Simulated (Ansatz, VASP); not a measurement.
# Mg3BeTe4: VASP beside Ansatz

File INCAR:

```
  ALGO = Normal
  EDIFF = 1E-6
  EDIFFG = -0.025
  ENCUT = 600
  GGA = PE
  IBRION = 2
  ISIF = 3
  ISMEAR = 0
  LASPH = T
  LCHARG = F
  LREAL = F
  LWAVE = F
  NELM = 100
  NSW = 80
  PREC = Accurate
  SIGMA = 0.1
```

KPOINTS

```
k-points
0
Gamma
  2 2 2
```

POSCAR

```
Mg3BeTe4
1.0
    6.3296991110      0.1447184915      0.0301172016
    0.1447184915      6.4619923794      0.0581568556
    0.0301172016      0.0581568556      6.3296579268
Mg Be Te
3 1 4
Direct
    0.4954883392      1.0074076162      0.5037980391
   -0.0139625009      0.5047613075      0.5052824529
    0.4949281001      0.4810210728      0.9943755866
    0.0072051449     -0.0018743255      0.0098971130
    0.2241589548      0.7744314047      0.7703623789
    0.7778265373      0.7687545250      0.2213949629
    0.7831203126      0.2268664508      0.7705121434
    0.2312351120      0.2386319485      0.2243773232
```

Input for Ansatz:

```yaml
crystal:
  lattice:
    - [6.329699111, 0.1447184915, 0.0301172016]
    - [0.1447184915, 6.4619923794, 0.0581568556]
    - [0.0301172016, 0.0581568556, 6.3296579268]
  atoms:
    - { symbol: Mg, position: [0.4954883392, 1.0074076162, 0.5037980391] }
    - { symbol: Mg, position: [-0.0139625009, 0.5047613075, 0.5052824529] }
    - { symbol: Mg, position: [0.4949281001, 0.4810210728, 0.9943755866] }
    - { symbol: Be, position: [0.0072051449, -0.0018743255, 0.009897113] }
    - { symbol: Te, position: [0.2241589548, 0.7744314047, 0.7703623789] }
    - { symbol: Te, position: [0.7778265373, 0.768754525, 0.2213949629] }
    - { symbol: Te, position: [0.7831203126, 0.2268664508, 0.7705121434] }
    - { symbol: Te, position: [0.231235112, 0.2386319485, 0.2243773232] }
basis:
  ecutwfc: 420
kpoints:
  mp_grid: { grid: [2, 2, 2] }
hamiltonian:
  xc: pbe
scf:
  occupations: { method: gaussian, width: 0.1 }
  lower_state_search: "off"
output:
  forces: true
  stress: true
  eigenvalues: true
relax:
  adjacent_minimum: "off"
  f_tol: 0.025
  max_steps: 60
  cell: { stress_tol: 0.25 }
```

Change from the starting cell: cell x1, atoms moved at random (sigma 0.05 Å) and cell strained at random (1.5 %), then relaxed without symmetry.

Alike in both runs: task relaxation of cell and atoms; functional PBE; k mesh 2 × 2 × 2; occupations gaussian, width 0.1 eV; no spin polarisation.

|  | VASP | Ansatz |
| --- | --- | --- |
| version | VASP 6.6.1 | Ansatz 0.2.0 |
| potentials or method | VASP PAW PBE potentials, release 64 (Mg, Be, Te), cutoff 600 eV | scalar-relativistic, plane waves, PAW |
| valence electrons in the cell | 32 | 96 |

|  | VASP | Ansatz | Ansatz less VASP |
| --- | --- | --- | --- |
| gap on the k mesh at the Fermi level, each at its own relaxed structure (eV) | 2.32 | 2.32 | +0.001 |
| relaxed volume (Å³/atom) | 31.32 | 31.35 | +0.023 |
| relaxed cell length with the largest relative difference (Å) | 6.305 | 6.310 | +0.0056 |

VASP's potentials hold 32 valence electrons a cell and Ansatz's 96, so a difference there can come from the potentials and not from the codes.

The k mesh is coarse, so the values compare programs but aren't converged. Neither program's run includes spin-orbit coupling.
